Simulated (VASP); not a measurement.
# ZrB2 (P6/mmm) in VASP: further runs

The runs below take ZrB2 through relaxation of shape and atoms at fixed volume, with PBE+D4, PBEsol+D3(BJ).

Program: VASP 6.6.1. These are calculated values, not measurements. Logs are shortened: lines on timing, memory, paths and dates and some standing lists are left out, and cuts for length are marked.

### 1 The cell of the first run

The structure is hexagonal, space group P6/mmm (No. 191). The conventional cell has a = 3.114 Å, b = 3.114 Å, c = 3.441 Å, α = 90.00°, β = 90.00°, γ = 120.00°. Zr (site symmetry 6/mmm) has 12 B at 2.49 Å and 6 Zr at 3.11 Å within 3.3 Å. B (site symmetry -6m2) has 3 B at 1.80 Å within 2.4 Å.

### 2 Relaxation of shape and atoms at fixed volume, PBE+D4 (volume scaled by 0.96)

Input file INCAR:

```
ALGO = Normal ; EDIFF = 1E-6
EDIFFG = -0.01 ; ENCUT = 600
GGA = PE ; IBRION = 2
ISIF = 4 ; ISMEAR = 0
IVDW = 13 ; LASPH = T
LCHARG = F ; LREAL = F
LWAVE = F ; NELM = 100
NSW = 60 ; PREC = Accurate
SIGMA = 0.05
```

Input file KPOINTS:

```
k-points
0
Gamma
  8 8 8
```

Input file POSCAR:

```
ZrB2
1.0
    3.1136176707      0.0000000000      0.0000000000
   -1.5568088353      2.6964720005      0.0000000000
    0.0000000000      0.0000000000      3.4414255183
Zr B
1 2
Direct
    0.0000000000      0.0000000000      0.0000000000
    0.3333333333      0.6666666667      0.5000000000
    0.6666666667      0.3333333333      0.5000000000
```

Potentials or basis: VASP PAW PBE potentials, release 64 (Zr_sv, B).

Started as:

```sh
> cat potpaw_PBE.64/Zr_sv/POTCAR potpaw_PBE.64/B/POTCAR > POTCAR
> mpirun -np 1 vasp_std > vasp.out
```

OUTCAR:

```text
EDIFF = 1E-6
   EDIFFG = -0.01
   ENCUT = 600
   GGA = PE
   IBRION = 2
   ISIF = 4
   ISMEAR = 0
   IVDW = 13
   LASPH = T
   LREAL = F
   NELM = 100
   NSW = 60
   PREC = Accurate

 ion  position               nearest neighbor table
   1  0.000  0.000  0.000-   2 2.49   3 2.49   2 2.49   3 2.49   2 2.49   2 2.49   3 2.49   3 2.49
                             3 2.49   3 2.49   2 2.49   2 2.49
   2  0.333  0.667  0.500-   3 1.80   3 1.80   3 1.80   1 2.49   1 2.49   1 2.49   1 2.49   1 2.49
                             1 2.49
   3  0.667  0.333  0.500-   2 1.80   2 1.80   2 1.80   1 2.49   1 2.49   1 2.49   1 2.49   1 2.49
                             1 2.49

  LATTYP: Found a hexagonal cell.
 ALAT       =     3.1136176707
 C/A-ratio  =     1.1052819846

  Lattice vectors:

 A1 = (   3.1136176707,   0.0000000000,   0.0000000000)
 A2 = (  -1.5568088353,   2.6964720005,   0.0000000000)
 A3 = (   0.0000000000,   0.0000000000,   3.4414255183)

Analysis of symmetry for initial positions (statically):
=====================================================================
 Subroutine PRICEL returns:
 Original cell was already a primitive cell.

 Routine SETGRP: Setting up the symmetry group for a
 hexagonal supercell.

 Subroutine GETGRP returns: Found 24 space group operations
 (whereof 24 operations were pure point group operations)
 out of a pool of 24 trial point group operations.

The static configuration has the point symmetry D_6h.

Analysis of symmetry for dynamics (positions and initial velocities):
=====================================================================
 Subroutine PRICEL returns:
 Original cell was already a primitive cell.

 Routine SETGRP: Setting up the symmetry group for a
 hexagonal supercell.

 Subroutine GETGRP returns: Found 24 space group operations
 (whereof 24 operations were pure point group operations)
 out of a pool of 24 trial point group operations.

The dynamic configuration has the point symmetry D_6h.

 Subroutine INISYM returns: Found 24 space group operations
 (whereof 24 operations are pure point group operations),
 and found     1 'primitive' translations

----------------------------------------------------------------------------------------

                                     Primitive cell

  volume of cell :      28.8935

  direct lattice vectors                    reciprocal lattice vectors
     3.113617671  0.000000000  0.000000000     0.321169811  0.185427477  0.000000000
    -1.556808835  2.696472001  0.000000000     0.000000000  0.370854954  0.000000000
     0.000000000  0.000000000  3.441425518     0.000000000  0.000000000  0.290577261

  length of vectors
     3.113617671  3.113617671  3.441425518     0.370854954  0.370854954  0.290577261

  position of ions in fractional coordinates (direct lattice)
     0.000000000  0.000000000  0.000000000
     0.333333333  0.666666667  0.500000000
     0.666666667  0.333333333  0.500000000

  ion indices of the primitive-cell ions
   primitive index   ion index
                 1           1
                 2           2
                 3           3

----------------------------------------------------------------------------------------

 KPOINTS: k-points

Automatic generation of k-mesh.
 Grid dimensions read from file:
 generate k-points for:    8    8    8

 Generating k-lattice:

  Cartesian coordinates                     Fractional coordinates (reciprocal lattice)
     0.040146226  0.023178435  0.000000000     0.125000000 -0.000000000  0.000000000
     0.000000000  0.046356869  0.000000000     0.000000000  0.125000000  0.000000000
     0.000000000  0.000000000  0.036322158     0.000000000  0.000000000  0.125000000

  Length of vectors
     0.046356869  0.046356869  0.036322158

  Shift w.r.t. Gamma in fractional coordinates (k-lattice)
     0.000000000  0.000000000  0.000000000

 Subroutine IBZKPT returns following result:
 ===========================================

 Found     50 irreducible k-points:
[... 69 lines left out ...]
  Thomas-Fermi vector in A             =   2.521371
   LORBIT       =      0    0 simple, 1 ext, 2 COOP (PROOUT), +10 PAW based schemes
   GGA     = PE    functional components
   LHFCALC =     F    Hartree Fock is set to
   AEXX    =    0.0000 exact exchange contribution
   IVDW    =    13    specifies the selected vdW correction
   LEPSILON=     F    determine dielectric tensor
   LRPA    =     F    only Hartree local field effects (RPA)
 conjugate gradient relaxation of ions
 non-spin polarized calculation
 Gauss-broadening in eV      SIGMA  =   0.05
  energy-cutoff  :      600.00
  volume of cell :       28.89
 maximum number of plane-waves:       986
 NGX is ok and might be reduce to    28
   NGX = 13   NGY = 13   NGZ = 13

--------------------------------------- Ionic step        1  -------------------------------------------

 number of electron      18.0000000 magnetization

 Free energy of the ion-electron system (eV)
  ---------------------------------------------------
  ext. energy  EPLUGINS =         0.00000000
  ---------------------------------------------------
  free energy    TOTEN  =       -24.87202927 eV

  energy without entropy =      -24.87138123  energy(sigma->0) =      -24.87170525

------------------------ aborting loop because EDIFF is reached ----------------------------------------

  DFT-D4 for vdW energy calculation

  Edisp (eV):   -1.01468

  FORCE on cell =-STRESS in cart. coord.  units (eV):
  Direction    XX          YY          ZZ          XY          YZ          ZX
  --------------------------------------------------------------------------------------
  -------------------------------------------------------------------------------------
  Total       2.04566     2.04566     1.97445     0.00000     0.00000     0.00000
  in kB     113.43458   113.43458   109.48544     0.00000     0.00000     0.00000
  external pressure =      112.12 kB  Pullay stress =        0.00 kB

 VOLUME and BASIS-vectors are now :
 -----------------------------------------------------------------------------
  energy-cutoff  :      600.00
  volume of cell :       28.89
      direct lattice vectors                 reciprocal lattice vectors
     3.113617671  0.000000000  0.000000000     0.321169811  0.185427477  0.000000000
    -1.556808835  2.696472001  0.000000000     0.000000000  0.370854954  0.000000000
     0.000000000  0.000000000  3.441425518     0.000000000  0.000000000  0.290577261

 POSITION                                       TOTAL-FORCE (eV/Angst)
 -----------------------------------------------------------------------------------
      0.00000      0.00000      0.00000        -0.000000     -0.000000      0.000000
     -0.00000      1.79765      1.72071         0.000000      0.000000      0.000000
      1.55681      0.89882      1.72071         0.000000     -0.000000     -0.000000
 -----------------------------------------------------------------------------------
    total drift:                               -0.000000      0.000000      0.000000

  FREE ENERGIE OF THE ION-ELECTRON SYSTEM (eV)
  ---------------------------------------------------
  free  energy   TOTEN  =       -25.8867088760 eV

  energy  without entropy=      -25.8860608359  energy(sigma->0) =      -25.88638486

--------------------------------------- Ionic step        2  -------------------------------------------

 number of electron      18.0000000 magnetization

 Free energy of the ion-electron system (eV)
  ---------------------------------------------------
  ext. energy  EPLUGINS =         0.00000000
  ---------------------------------------------------
  free energy    TOTEN  =       -24.87173982 eV

  energy without entropy =      -24.87109224  energy(sigma->0) =      -24.87141603

 E-fermi :  11.1717     XC(G=0): -12.7392

 val. band max:       11.0426624385   @ k =   0.1250   0.0000   0.3750
 cond. band min:      11.1790901098   @ k =   0.1250   0.1250   0.2500
 fundamental gap:      0.1364276713
 Fermi energy:        11.1716622858

 k-point     1 :       0.0000    0.0000    0.0000
  band No.  band energies     occupation
      1     -37.1804      2.00000
      2     -15.4054      2.00000
      3     -14.7648      2.00000
      4     -14.7648      2.00000
      5      -1.7757      2.00000
      6       8.4034      2.00000
      7       8.4034      2.00000
      8       8.5291      2.00000
      9       8.9942      2.00000
     10      14.9160      0.00000
     11      14.9160      0.00000
     12      15.8126      0.00000
     13      15.8126      0.00000
[... 354 lines left out ...]
  band No.  band energies     occupation
      1     -37.0424      2.00000
      2     -15.6997      2.00000
      3     -15.4303      2.00000
      4     -14.9591      2.00000
      5       0.9605      2.00000
      6       3.9327      2.00000
      7       7.2961      2.00000
      8       7.8823      2.00000
      9       8.6321      2.00000
     10      13.0394      0.00000
     11      14.8628      0.00000
     12      16.7337      0.00000
     13      16.8044      0.00000

 [... further k-points ...]

------------------------ aborting loop because EDIFF is reached ----------------------------------------

  DFT-D4 for vdW energy calculation

  Edisp (eV):   -1.01499

  FORCE on cell =-STRESS in cart. coord.  units (eV):
  Direction    XX          YY          ZZ          XY          YZ          ZX
  --------------------------------------------------------------------------------------
  -------------------------------------------------------------------------------------
  Total       2.01310     2.01310     2.02244     0.00000     0.00000     0.00000
  in kB     111.62862   111.62862   112.14675     0.00000     0.00000     0.00000
  external pressure =      111.80 kB  Pullay stress =        0.00 kB

 VOLUME and BASIS-vectors are now :
 -----------------------------------------------------------------------------
  energy-cutoff  :      600.00
  volume of cell :       28.89
      direct lattice vectors                 reciprocal lattice vectors
     3.114806751  0.000000000  0.000000000     0.321047205  0.185356690  0.000000000
    -1.557403375  2.697501774  0.000000000    -0.000000000  0.370713380 -0.000000000
    -0.000000000  0.000000000  3.438798485     0.000000000 -0.000000000  0.290799244

 POSITION                                       TOTAL-FORCE (eV/Angst)
 -----------------------------------------------------------------------------------
      1.55740      2.69750      0.00000        -0.000000     -0.000000      0.000000
     -0.00000      1.79833      1.71940         0.000000     -0.000000      0.000000
      1.55740      0.89917      1.71940        -0.000000      0.000000     -0.000000
 -----------------------------------------------------------------------------------
    total drift:                               -0.000000      0.000000     -0.000000

  FREE ENERGIE OF THE ION-ELECTRON SYSTEM (eV)
  ---------------------------------------------------
  free  energy   TOTEN  =       -25.8867307986 eV

  energy  without entropy=      -25.8860832200  energy(sigma->0) =      -25.88640701

 reached required accuracy - stopping structural energy minimisation
```

It took 42 s on 1 thread of AMD EPYC 9R45 (Zen 5), shared host; peak memory 0.14 GiB.

What came out:

| Property | Result |
| --- | --- |
| Free energy | -25.8867 eV |
| Energy gained by relaxing | 0.0 meV/atom |
| Ionic steps | 2 |
| Pressure after relaxing | 11.2 GPa |
| Band gap on the k mesh | zero (band 9 reaches 11.75 eV, above the bottom of band 10 at 11.18 eV) |
| Dispersion energy per atom | -0.338 eV |

Final structure:
```yaml
crystal:
  lattice:
    - [3.11481, 0.00000, 0.00000]
    - [-1.55740, 2.69750, 0.00000]
    - [0.00000, 0.00000, 3.43880]
  atoms:
    - { symbol: Zr, position: [0.00000, 0.00000, 0.00000] }
    - { symbol: B, position: [0.33333, 0.66667, 0.50000] }
    - { symbol: B, position: [0.66667, 0.33333, 0.50000] }
```

Caveat: the cell differs from its parent crystal (volume scaled by 0.96); pairwise dispersion overbinds metals, which lowers pressure and volume.

### 3 Relaxation of shape and atoms at fixed volume, PBEsol+D3(BJ)

This run uses another cell than the first one, of 9.61 Å³/atom, 0.997 times its volume.

Input file INCAR:

```
SYSTEM = ZrB2
PREC     = Accurate       ! precision mode
ENCUT    = 600            ! plane-wave cutoff, eV
EDIFF    = 1E-7           ! SCF threshold, eV
ISMEAR   = 0              ! smearing method
SIGMA    = 0.05           ! smearing width, eV
LREAL    = .FALSE.        ! projectors in reciprocal space
LASPH    = .TRUE.         ! aspherical terms in the spheres
NELM     = 100            ! most SCF steps
ALGO     = Normal         ! electronic algorithm
ISIF     = 4              ! what is computed and relaxed
LWAVE    = .FALSE.        ! write WAVECAR
LCHARG   = .FALSE.        ! write CHGCAR
GGA      = PS             ! functional
IVDW     = 12             ! dispersion correction
IBRION   = 2              ! ionic algorithm
NSW      = 60             ! ionic steps
EDIFFG   = -0.04          ! ionic threshold
```

Input file KPOINTS:

```
Automatic mesh
0
G
  8 8 8
  0 0 0
```

Input file POSCAR:

```
ZrB2
1.0
    3.1068535432      0.0000000000      0.0000000000
   -1.5534267716      2.6906140943      0.0000000000
    0.0000000000      0.0000000000      3.4473236875
Zr B
1 2
Direct
    0.0000000000      0.0000000000      0.0000000000
    0.3333333333      0.6666666667      0.5000000000
    0.6666666667      0.3333333333      0.5000000000
```

Potentials or basis: VASP PAW PBE potentials, release 64 (Zr_sv, B).

Started as:

```sh
> cat potpaw_PBE.64/Zr_sv/POTCAR potpaw_PBE.64/B/POTCAR > POTCAR
> mpirun -np 1 vasp_std > vasp.out
```

OUTCAR:

```text
SYSTEM = ZrB2
   PREC = Accurate
   ENCUT = 600
   EDIFF = 1E-7
   ISMEAR = 0
   LREAL = .FALSE.
   LASPH = .TRUE.
   NELM = 100
   ISIF = 4
   GGA = PS
   IVDW = 12
   IBRION = 2
   NSW = 60
   EDIFFG = -0.04
 IVDW          = 12

 ion  position               nearest neighbor table
   1  0.000  0.000  0.000-   2 2.49   3 2.49   2 2.49   3 2.49   3 2.49   3 2.49   2 2.49   2 2.49
                             3 2.49   3 2.49   2 2.49   2 2.49
[... 642 lines left out ...]

  FORCE on cell =-STRESS in cart. coord.  units (eV):
  Direction    XX          YY          ZZ          XY          YZ          ZX
  --------------------------------------------------------------------------------------
  -------------------------------------------------------------------------------------
  Total       1.21962     1.21962     1.24307     0.00000     0.00000    -0.00000
  in kB      67.80807    67.80807    69.11178     0.00000     0.00000    -0.00000
  external pressure =       68.24 kB  Pullay stress =        0.00 kB

 VOLUME and BASIS-vectors are now :
 -----------------------------------------------------------------------------
  energy-cutoff  :      600.00
  volume of cell :       28.82
      direct lattice vectors                 reciprocal lattice vectors
     3.110327192  0.000000000  0.000000000     0.321509583  0.185623645  0.000000000
    -1.555163596  2.693622362  0.000000000     0.000000000  0.371247289  0.000000000
     0.000000000 -0.000000000  3.439627967     0.000000000 -0.000000000  0.290729117

 POSITION                                       TOTAL-FORCE (eV/Angst)
 -----------------------------------------------------------------------------------
      3.11033     -0.00000      3.43963         0.000000     -0.000000      0.000000
     -0.00000      1.79575      1.71981        -0.000000      0.000000     -0.000000
      1.55516      0.89787      1.71981         0.000000      0.000000      0.000000
 -----------------------------------------------------------------------------------
    total drift:                               -0.000000      0.000000      0.000000

  FREE ENERGIE OF THE ION-ELECTRON SYSTEM (eV)
  ---------------------------------------------------
  free  energy   TOTEN  =       -27.5112332715 eV

  energy  without entropy=      -27.5105848150  energy(sigma->0) =      -27.51090904

 reached required accuracy - stopping structural energy minimisation
```

OSZICAR:

```text
N       E                     dE             d eps       ncg     rms          rms(c)
DAV:   1     0.121644501357E+03    0.12164E+03   -0.10880E+04  1300   0.155E+03
DAV:   2    -0.226414484113E+02   -0.14429E+03   -0.13915E+03  1535   0.360E+02
DAV:   3    -0.288088010119E+02   -0.61674E+01   -0.61128E+01  2087   0.653E+01
DAV:   4    -0.289790291810E+02   -0.17023E+00   -0.17018E+00  1613   0.971E+00
[... 11 lines left out ...]
DAV:   1    -0.263435225373E+02   -0.66819E-03   -0.37123E-02  1370   0.195E+00    0.137E-01
DAV:   2    -0.263431627538E+02    0.35978E-03   -0.81992E-04  1495   0.251E-01    0.764E-02
DAV:   3    -0.263430198427E+02    0.14291E-03   -0.37703E-04  1470   0.176E-01    0.167E-02
DAV:   4    -0.263430193136E+02    0.52907E-06   -0.78678E-06  1421   0.257E-02    0.667E-03
DAV:   5    -0.263430192759E+02    0.37703E-07   -0.30538E-07  1616   0.565E-03
   2 F= -.27511233E+02 E0= -.27510909E+02  d E =-.207727E-03
```

Run time: 38 s. Hardware: 1 thread of AMD EPYC 9R45 (Zen 5), shared host; peak memory 0.14 GiB.

What came out:

```
Free energy                : -27.5112 eV
Energy gained by relaxing  : 0.1 meV/atom
Ionic steps                : 2
Pressure after relaxing    : 6.8 GPa
Band gap on the k mesh     : zero (band 9 reaches 11.68 eV, above the bottom of band 10 at 11.09 eV)
Dispersion energy per atom : -0.389 eV
```

Stress tensor (GPa, compression positive):
```
6.78 0.00 0.00
0.00 6.78 0.00
0.00 0.00 6.91
```

Step by step:
```csv
step,energy change (eV),largest force (eV/Å),pressure (GPa),volume (Å³)
1,0.0000,0.0000,6.86,28.82
2,-0.0002,0.0000,6.82,28.82
```

Final structure:
```
Zr B
1.0
     3.11033    0.00000    0.00000
    -1.55516    2.69362    0.00000
     0.00000    0.00000    3.43963
Zr B
1 2
Cartesian
  3.1103 0.0000 3.4396
  0.0000 1.7957 1.7198
  1.5552 0.8979 1.7198
```

Levels at points of the mesh, in eV from the Fermi level:
| k point | band 6 | band 7 | band 8 | band 9 | band 10 | band 11 | band 12 | band 13 |
| --- | --- | --- | --- | --- | --- | --- | --- | --- |
| (0.00, 0.00, 0.00) | -2.73 | -2.73 | -2.67 | -2.14 | 3.77 | 3.77 | 4.68 | 4.68 |
| (0.50, 0.00, 0.00) | -8.39 | -4.00 | -3.05 | -2.83 | 2.48 | 2.57 | 5.40 | 5.56 |
| (0.00, 0.00, 0.50) | -7.06 | -0.92 | -0.92 | 0.33 | 0.33 | 0.90 | 0.90 | 2.20 |
| (0.50, 0.00, 0.50) | -6.92 | -4.80 | -4.28 | -1.75 | 4.25 | 4.48 | 5.85 | 7.07 |

Caveat: the PAW data sets were made with another functional, which shifts forces and pressure a little; pairwise dispersion overbinds metals, which lowers pressure and volume.

(Continued in part 2 of 2.)
